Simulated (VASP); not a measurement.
# AlN (F-43m) in VASP: further runs

AlN is run at these levels: LDA; tasks: relaxation of cell and atoms.

All numbers are computed with VASP 6.6.1; they aren't measurements. Logs are shortened: lines on timing, memory, paths and dates and some standing lists are left out, and cuts for length are marked.

## (1) The cell of the first run

It takes space group F-43m (No. 216, cubic). The conventional cell has a = 4.342 Å, b = 4.342 Å, c = 4.342 Å, α = 90.00°, β = 90.00°, γ = 90.00°. Al (site symmetry -43m) has 4 N at 1.88 Å within 2.5 Å. Within 2.5 Å of N (site symmetry -43m) lie 4 Al at 1.88 Å.

## (2) Relaxation of cell and atoms, LDA, target pressure 2 GPa, at which the enthalpy is minimised

File INCAR:

```
SYSTEM = AlN
PREC = Accurate
ENCUT = 600
EDIFF = 1E-7
ISMEAR = 0
SIGMA = 0.01
LREAL = .False.
LASPH = .True.
NELM = 60
ALGO = Normal
ISIF = 3
LWAVE = .False.
LCHARG = .False.
GGA = CA
IBRION = 2
NSW = 100
EDIFFG = -0.002
PSTRESS = 20.0
```

File KPOINTS:

```
Automatic mesh
0
Gamma
  8 8 8
  0 0 0
```

File POSCAR:

```
AlN
1.0
    0.0000000000      2.1711476930      2.1711476930
    2.1711476930      0.0000000000      2.1711476930
    2.1711476930      2.1711476930      0.0000000000
Al N
1 1
Direct
    0.0000000000      0.0000000000      0.0000000000
    0.2500000000      0.2500000000      0.2500000000
```

Potentials or basis: VASP PAW LDA potentials, release 64 (Al, N).

Launch:

```console
> cat potpaw_LDA.64/Al/POTCAR potpaw_LDA.64/N/POTCAR > POTCAR
> mpirun -np 1 vasp_std > vasp.out
```

OUTCAR:

```text
SYSTEM = AlN
   PREC = Accurate
   ENCUT = 600
   EDIFF = 1E-7
   ISMEAR = 0
   LREAL = .False.
   LASPH = .True.
   NELM = 60
   ISIF = 3
   GGA = CA
   IBRION = 2
   NSW = 100
   EDIFFG = -0.002
   PSTRESS = 20.0

 ion  position               nearest neighbor table
   1  0.000  0.000  0.000-   2 1.88   2 1.88   2 1.88   2 1.88
   2  0.250  0.250  0.250-   1 1.88   1 1.88   1 1.88   1 1.88

  LATTYP: Found a face centered cubic cell.
 ALAT       =     4.3422953860

  Lattice vectors:

 A1 = (   0.0000000000,   2.1711476930,   2.1711476930)
 A2 = (   2.1711476930,   0.0000000000,   2.1711476930)
 A3 = (   2.1711476930,   2.1711476930,   0.0000000000)

Analysis of symmetry for initial positions (statically):
=====================================================================
 Subroutine PRICEL returns:
 Original cell was already a primitive cell.

 Routine SETGRP: Setting up the symmetry group for a
 face centered cubic supercell.

 Subroutine GETGRP returns: Found 24 space group operations
 (whereof 24 operations were pure point group operations)
 out of a pool of 48 trial point group operations.

The static configuration has the point symmetry T_d .

Analysis of symmetry for dynamics (positions and initial velocities):
=====================================================================
 Subroutine PRICEL returns:
 Original cell was already a primitive cell.

 Routine SETGRP: Setting up the symmetry group for a
 face centered cubic supercell.

 Subroutine GETGRP returns: Found 24 space group operations
 (whereof 24 operations were pure point group operations)
 out of a pool of 48 trial point group operations.

The dynamic configuration has the point symmetry T_d .

 Subroutine INISYM returns: Found 24 space group operations
 (whereof 24 operations are pure point group operations),
 and found     1 'primitive' translations

----------------------------------------------------------------------------------------

                                     Primitive cell

  volume of cell :      20.4691

  direct lattice vectors                    reciprocal lattice vectors
     0.000000000  2.171147693  2.171147693    -0.230292947  0.230292947  0.230292947
     2.171147693  0.000000000  2.171147693     0.230292947 -0.230292947  0.230292947
     2.171147693  2.171147693  0.000000000     0.230292947  0.230292947 -0.230292947
[... 96 lines left out ...]
   NUPDOWN=      -1.0000    fix difference up-down
   EMIN   =  10.00;   EMAX   =-10.00  energy-range for DOS
   EFERMI =   0.00;   METHOD = LEGACY
   ISMEAR =     0;   SIGMA  =   0.01  broadening in eV -4-tet -1-fermi 0-gaus
   EFERMI_NEDOS =   21; number of points for ismear=-14 and -15
   IALGO  =     38    algorithm
   IMIX   =      4    mixing-type and parameters
     AMIX     =   0.40;   BMIX     =  1.00
     AMIX_MAG =   1.60;   BMIX_MAG =  1.00
  volume/ion in A,a.u.               =      10.23        69.07
  Fermi-wavevector in a.u.,A,eV,Ry     =   1.196939  2.261887 19.492573  1.432664
  Thomas-Fermi vector in A             =   2.332867
   LORBIT       =      0    0 simple, 1 ext, 2 COOP (PROOUT), +10 PAW based schemes
   GGA     = CA    functional components
   LHFCALC =     F    Hartree Fock is set to
   AEXX    =    0.0000 exact exchange contribution
   IVDW    =     0    specifies the selected vdW correction
   LEPSILON=     F    determine dielectric tensor
   LRPA    =     F    only Hartree local field effects (RPA)
 conjugate gradient relaxation of ions
 non-spin polarized calculation
 Gauss-broadening in eV      SIGMA  =   0.01
  energy-cutoff  :      600.00
  volume of cell :       20.47
 maximum number of plane-waves:       701
 NGX is ok and might be reduce to    28
   NGX = 13   NGY = 13   NGZ = 13

--------------------------------------- Ionic step        1  -------------------------------------------

 number of electron       8.0000000 magnetization

 Free energy of the ion-electron system (eV)
  ---------------------------------------------------
  ext. energy  EPLUGINS =         0.00000000
  ---------------------------------------------------
  free energy    TOTEN  =       -16.37590979 eV

  energy without entropy =      -16.37590979  energy(sigma->0) =      -16.37590979

------------------------ aborting loop because EDIFF is reached ----------------------------------------

  FORCE on cell =-STRESS in cart. coord.  units (eV):
  Direction    XX          YY          ZZ          XY          YZ          ZX
  --------------------------------------------------------------------------------------
  -------------------------------------------------------------------------------------
  Total        0.0693361      0.0693361      0.0693361      0.0000000     -0.0000000      0.0000000
  in kB        5.4271534      5.4271534      5.4271534      0.0000000     -0.0000000      0.0000000
  external PRESSURE =     -14.5728466 kB  Pullay stress =      20.0000000 kB
[... 63 lines left out ...]
--------------------------------------- Ionic step        3  -------------------------------------------

 number of electron       8.0000000 magnetization

 Free energy of the ion-electron system (eV)
  ---------------------------------------------------
  ext. energy  EPLUGINS =         0.00000000
  ---------------------------------------------------
  free energy    TOTEN  =       -16.37482418 eV

  energy without entropy =      -16.37482418  energy(sigma->0) =      -16.37482418

 E-fermi :   6.0424     XC(G=0): -11.3730

 val. band max:        5.9412577444   @ k =   0.0000   0.0000   0.0000
 cond. band min:       9.1747840389   @ k =   0.5000   0.5000   0.0000
 fundamental gap:      3.2335262945
 Fermi energy:         6.0424436060

 k-point     1 :       0.0000    0.0000    0.0000
  band No.  band energies     occupation
      1      -9.0261      2.00000
      2       5.9413      2.00000
      3       5.9413      2.00000
      4       5.9413      2.00000
      5      10.3953      0.00000
      6      18.5158      0.00000
      7      18.5158      0.00000
      8      18.5158      0.00000
[... 243 lines left out ...]
 k-point    24 :      -0.3750    0.2500    0.1250
  band No.  band energies     occupation
      1      -6.4879      2.00000
      2       0.6600      2.00000
      3       3.6650      2.00000
      4       4.7936      2.00000
      5      13.0133      0.00000
      6      15.2799      0.00000
      7      18.1704      0.00000
      8      18.6596      0.00000

 [... further k-points ...]

------------------------ aborting loop because EDIFF is reached ----------------------------------------

  FORCE on cell =-STRESS in cart. coord.  units (eV):
  Direction    XX          YY          ZZ          XY          YZ          ZX
  --------------------------------------------------------------------------------------
  -------------------------------------------------------------------------------------
  Total        0.2531737      0.2531737      0.2531737      0.0000000      0.0000000      0.0000000
  in kB       19.9502242     19.9502242     19.9502242      0.0000000      0.0000000      0.0000000
  external PRESSURE =      -0.0497758 kB  Pullay stress =      20.0000000 kB
[... 21 lines left out ...]
  energy  without entropy=      -16.3748241849  energy(sigma->0) =      -16.37482418

  enthalpy is  TOTEN    =       -16.1210188279 eV   P V=        0.2538053570

 reached required accuracy - stopping structural energy minimisation
```

OSZICAR:

```text
N       E                     dE             d eps       ncg     rms          rms(c)
DAV:   1     0.105728148269E+02    0.10573E+02   -0.45158E+03   480   0.952E+02
DAV:   2    -0.185910609112E+02   -0.29164E+02   -0.28990E+02   672   0.141E+02
DAV:   3    -0.189417939383E+02   -0.35073E+00   -0.35073E+00   504   0.199E+01
[... 20 lines left out ...]
DAV:   2    -0.163748559435E+02    0.10359E-02   -0.62096E-03   464   0.535E-01    0.502E-02
DAV:   3    -0.163748359618E+02    0.19982E-04   -0.59665E-05   528   0.844E-02    0.192E-02
DAV:   4    -0.163748252939E+02    0.10668E-04   -0.45894E-06   560   0.167E-02    0.770E-03
DAV:   5    -0.163748241893E+02    0.11046E-05   -0.94868E-07   520   0.748E-03    0.408E-03
DAV:   6    -0.163748241849E+02    0.44752E-08   -0.75169E-09   232   0.928E-04
   3 F= -.16121019E+02 E0= -.16121019E+02  d E =-.624688E-03
```

Wall time 17 s (1 thread of Intel Xeon 8259CL, shared host); peak memory 0.13 GiB.

What came out:

| Item | Value |
| --- | --- |
| Free energy | -16.3748 eV |
| Relaxed volume | 10.17 Å³/atom |
| Relaxed cell | a = 3.064 Å, b = 3.064 Å, c = 3.064 Å, α = 60.00°, β = 60.00°, γ = 60.00° |
| Space group after relaxing (to 0.1 Å) | F-43m (No. 216) |
| Energy change on relaxing (the run minimises the enthalpy) | +0.5 meV/atom |
| Ionic steps | 3 |
| Pressure after relaxing | 2.0 GPa |
| Band gap on the k mesh | 3.23 eV (least direct gap 4.45 eV) |

Step by step:
```
step  energy change (eV)  largest force (eV/Å)  pressure (GPa)  volume (Å³)
   1              0.0000                0.0000            0.54        20.47
   2              0.0034                0.0000            3.51        20.19
   3              0.0011                0.0000            2.00        20.33
```

Final structure:
```
CELL_PARAMETERS angstrom
0.00000 2.16629 2.16629
2.16629 0.00000 2.16629
2.16629 2.16629 0.00000
ATOMIC_POSITIONS crystal
Al 0.00000 0.00000 0.00000
N 0.25000 0.25000 0.25000
```

Caveat: the cell is relaxed towards a set pressure, so the run minimises the enthalpy, not the energy. A k mesh can miss the band edges.

## (3) Relaxation of cell and atoms, LDA, target pressure 2 GPa, at which the enthalpy is minimised

File INCAR:

```
PREC     = Accurate       # precision mode
ENCUT    = 600            # plane-wave cutoff, eV
EDIFF    = 1E-6           # SCF threshold, eV
ISMEAR   = 1              # smearing method
SIGMA    = 0.15           # smearing width, eV
LREAL    = False          # projectors in reciprocal space
LASPH    = True           # aspherical terms in the spheres
NELM     = 80             # most SCF steps
ALGO     = Normal         # electronic algorithm
ISIF     = 3              # what is computed and relaxed
LWAVE    = False          # write WAVECAR
LCHARG   = False          # write CHGCAR
IBRION   = 2              # ionic algorithm
NSW      = 100            # ionic steps
EDIFFG   = -0.002         # ionic threshold
PSTRESS  = 20.0
```

File KPOINTS:

```
Automatic mesh
0
Gamma
  8 8 8
```

POSCAR is that of step 2.

Potentials or basis: VASP PAW LDA potentials, release 64 (Al, N).

Launch:

```console
> cat potpaw_LDA.64/Al/POTCAR potpaw_LDA.64/N/POTCAR > POTCAR
> mpirun -np 1 vasp_std > vasp.out
```

OUTCAR:

```text
PREC = Accurate
   ENCUT = 600
   EDIFF = 1E-6
   ISMEAR = 1
   LREAL = False
   LASPH = True
   NELM = 80
   ISIF = 3
   IBRION = 2
   NSW = 100
   EDIFFG = -0.002
   PSTRESS = 20.0

 ion  position               nearest neighbor table
   1  0.000  0.000  0.000-   2 1.88   2 1.88   2 1.88   2 1.88
   2  0.250  0.250  0.250-   1 1.88   1 1.88   1 1.88   1 1.88

  LATTYP: Found a face centered cubic cell.
 ALAT       =     4.3422953860

  Lattice vectors:

 A1 = (   0.0000000000,   2.1711476930,   2.1711476930)
 A2 = (   2.1711476930,   0.0000000000,   2.1711476930)
 A3 = (   2.1711476930,   2.1711476930,   0.0000000000)

Analysis of symmetry for initial positions (statically):
=====================================================================
 Subroutine PRICEL returns:
 Original cell was already a primitive cell.

 Routine SETGRP: Setting up the symmetry group for a
 face centered cubic supercell.

 Subroutine GETGRP returns: Found 24 space group operations
 (whereof 24 operations were pure point group operations)
 out of a pool of 48 trial point group operations.

The static configuration has the point symmetry T_d .

Analysis of symmetry for dynamics (positions and initial velocities):
=====================================================================
 Subroutine PRICEL returns:
[... 168 lines left out ...]
  in kB        5.5938675      5.5938675      5.5938675     -0.0000000     -0.0000000     -0.0000000
  external PRESSURE =     -14.4061325 kB  Pullay stress =      20.0000000 kB
[... 63 lines left out ...]
--------------------------------------- Ionic step        3  -------------------------------------------

 number of electron       8.0000000 magnetization

 Free energy of the ion-electron system (eV)
  ---------------------------------------------------
  ext. energy  EPLUGINS =         0.00000000
  ---------------------------------------------------
  free energy    TOTEN  =       -16.37432159 eV

  energy without entropy =      -16.37514805  energy(sigma->0) =      -16.37459708

 E-fermi :   6.0132     XC(G=0): -11.3731

 val. band max:        5.9414208173   @ k =   0.0000   0.0000   0.0000
 cond. band min:       9.1750240858   @ k =   0.5000   0.5000   0.0000
 fundamental gap:      3.2336032684
 Fermi energy:         6.0131873822

 k-point     1 :       0.0000    0.0000    0.0000
  band No.  band energies     occupation
      1      -9.0260      2.00000
      2       5.9414      1.71606
      3       5.9414      1.71606
      4       5.9414      1.71606
      5      10.3957      0.00000
      6      18.5163      0.00000
      7      18.5163      0.00000
      8      18.5163      0.00000
[... 243 lines left out ...]
 k-point    24 :      -0.3750    0.2500    0.1250
  band No.  band energies     occupation
      1      -6.4878      2.00000
      2       0.6601      2.00000
      3       3.6651      2.00000
      4       4.7938      2.00000
      5      13.0136      0.00000
      6      15.2803      0.00000
      7      18.1708      0.00000
      8      18.6600      0.00000

 [... further k-points ...]

------------------------ aborting loop because EDIFF is reached ----------------------------------------

  FORCE on cell =-STRESS in cart. coord.  units (eV):
  Direction    XX          YY          ZZ          XY          YZ          ZX
  --------------------------------------------------------------------------------------
  -------------------------------------------------------------------------------------
  Total        0.2538223      0.2538223      0.2538223      0.0000000     -0.0000000      0.0000000
  in kB       20.0018103     20.0018103     20.0018103      0.0000000     -0.0000000      0.0000000
  external PRESSURE =       0.0018103 kB  Pullay stress =      20.0000000 kB
[... 21 lines left out ...]
  energy  without entropy=      -16.3751480503  energy(sigma->0) =      -16.37459708

  enthalpy is  TOTEN    =       -16.1205222316 eV   P V=        0.2537993568

 reached required accuracy - stopping structural energy minimisation
```

Run time: 18 s. Hardware: 1 thread of Intel Xeon 8259CL, shared host; peak memory 0.14 GiB.

Results:

| Property | Result |
| --- | --- |
| Free energy | -16.3743 eV |
| Relaxed volume | 10.17 Å³/atom |
| Relaxed cell | a = 3.064 Å, b = 3.064 Å, c = 3.064 Å, α = 60.00°, β = 60.00°, γ = 60.00° |
| Space group after relaxing (to 0.1 Å) | F-43m (No. 216) |
| Energy change on relaxing (the run minimises the enthalpy) | +0.5 meV/atom |
| Ionic steps | 3 |
| Pressure after relaxing | 2.0 GPa |
| Band gap on the k mesh | 3.23 eV (least direct gap 4.45 eV) |

Step by step:
| step | energy change (eV) | largest force (eV/Å) | pressure (GPa) | volume (Å³) |
| --- | --- | --- | --- | --- |
| 1 | 0.0000 | 0.0000 | 0.56 | 20.47 |
| 2 | 0.0034 | 0.0000 | 3.47 | 20.20 |
| 3 | 0.0011 | 0.0000 | 2.00 | 20.33 |

Final structure:
```
Al N
1.0
     0.00000    2.16628    2.16628
     2.16628    0.00000    2.16628
     2.16628    2.16628    0.00000
Al N
1 1
Direct
  0.00000 0.00000 0.00000
  0.25000 0.25000 0.25000
```

Levels at points of the mesh, in eV from the valence-band top:
```tsv
k point	band 1	band 2	band 3	band 4	band 5	band 6	band 7	band 8
(0.00, 0.00, 0.00)	-14.97	0.00	0.00	0.00	4.45	12.57	12.57	12.57
(0.50, 0.00, 0.00)	-12.77	-6.01	-0.49	-0.49	7.49	9.93	11.12	11.12
(0.50, 0.50, 0.00)	-12.09	-5.03	-1.82	-1.82	3.23	8.56	14.08	15.79
```

Caveat: the cell is relaxed towards a set pressure, so the run minimises the enthalpy, not the energy. A k mesh can miss the band edges.
